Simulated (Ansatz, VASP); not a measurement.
**SnSe2: VASP beside Ansatz**

The input INCAR:

```
PREC = Accurate
ENCUT = 520
EDIFF = 1E-6
ISMEAR = -1
SIGMA = 0.02
LREAL = F
LASPH = T
NELM = 60
ALGO = Normal
ISIF = 2
LWAVE = F
LCHARG = F
GGA = PE
NBANDS = 20
```

KPOINTS

```
regular mesh
0
Gamma
  12 12 4
```

The input POSCAR:

```
SnSe2
1.0
    3.8251493292      0.1004101699      0.0000000000
   -1.8256169067      3.2624714074      0.0000000000
    0.0000000000      0.0000000000      6.2270790415
Sn Se
1 2
Direct
    0.0000000000      0.0000000000      0.0000000000
    0.3350897789      0.6663047007      0.2530982163
    0.6649102211      0.3336952993      0.7469017837
```

Input for Ansatz:

```yaml
crystal:
  lattice:
    - [3.8251493292, 0.1004101699, 0.0]
    - [-1.8256169067, 3.2624714074, 0.0]
    - [0.0, 0.0, 6.2270790415]
  atoms:
    - { symbol: Sn, position: [0.0, 0.0, 0.0] }
    - { symbol: Se, position: [0.3350897789, 0.6663047007, 0.2530982163] }
    - { symbol: Se, position: [0.6649102211, 0.3336952993, 0.7469017837] }
kpoints:
  mp_grid: { grid: [12, 12, 4] }
  band_path:
    path:
      - [0.0, 0.0, 0.0]
      - [0.5, 0.0, 0.0]
      - [0.3333333333, 0.3333333333, 0.0]
      - [0.0, 0.0, 0.5]
      - [0.5, 0.0, 0.5]
      - [0.3333333333, 0.3333333333, 0.5]
      - [0.174479, 0.0, 0.119792]
      - [0.458333, -0.460938, 0.322917]
    npoints: 1
hamiltonian:
  xc: pbe
scf:
  occupations: { method: fermi_dirac, width: 0.02 }
  n_extra_bands: 4
output:
  forces: true
  stress: true
  eigenvalues: true
```

Change from the starting cell: shear_xy strain +5.2%.

Alike in both runs: task single point; functional PBE; k mesh 12 × 12 × 4; occupations fermi-dirac, width 0.02 eV; no spin polarisation.

|  | VASP | Ansatz |
| --- | --- | --- |
| version | VASP 6.6.1 | Ansatz 0.2.0 |
| potentials or method | VASP PAW PBE potentials, release 64 (Sn_d, Se) | plane waves, PAW |
| plane-wave cutoff (eV) | 520 | 420 |
| valence electrons in the cell | 26 | 46 |

|  | VASP | Ansatz | Ansatz less VASP |
| --- | --- | --- | --- |
| pressure (GPa) | 3.1 | 3.0 | -0.07 |
| traceless stress, the component that is largest in VASP (GPa) | -1.98 | -1.98 | -0.002 |
| rms of the force components (eV/Å) | 0.132 | 0.125 | -0.0067 |

Atom by atom the forces differ by 0.007 eV/Å (rms over components). With one functional, cell and mesh, what is left measures potentials, basis and numerics. VASP's potentials hold 26 valence electrons a cell and Ansatz's 46, so a difference there can come from the potentials and not from the codes.
